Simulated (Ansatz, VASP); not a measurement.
**One calculation of La2SiF2, two programs**

```
La Si F
1.0
     4.32754    0.00000    0.00000
     0.00000    4.32754    0.00000
     0.00000    0.00000    5.87018
La Si F
2 1 2
Cartesian
  2.1638 2.1638 1.4088
  2.1638 2.1638 4.4613
  0.0000 0.0000 0.0000
  0.0000 2.1638 2.9351
  2.1638 0.0000 2.9351
```

Change from the starting cell: species swapped into the CeMg2Si2 type (P4/mmm, No. 123).

Alike in both runs: task single point; functional PBE; k mesh 4 × 4 × 4; occupations gaussian, width 0.1 eV; no spin polarisation.

|  | VASP | Ansatz |
| --- | --- | --- |
| version | VASP 6.6.1 | Ansatz 0.2.0 |
| potentials or method | VASP PAW PBE potentials, release 64 (La, Si, F), cutoff 520 eV | scalar-relativistic, plane waves, PAW |
| valence electrons in the cell | 40 | 40 |

```tsv
	VASP	Ansatz	Ansatz less VASP
gap on the k mesh at the Fermi level (eV)	none	none	-
pressure (GPa)	-2.3	-2.1	+0.21
traceless stress, the component that is largest in VASP (GPa)	22.11	22.10	-0.011
rms of the force components (eV/Å)	0.646	0.647	+0.0014
```

Atom by atom the forces differ by 0.001 eV/Å (rms over components). A gap of «none» marks a metal or a gap that the smearing closes.

The k mesh is coarse, so the values compare programs but aren't converged. Spin-orbit coupling is off throughout.
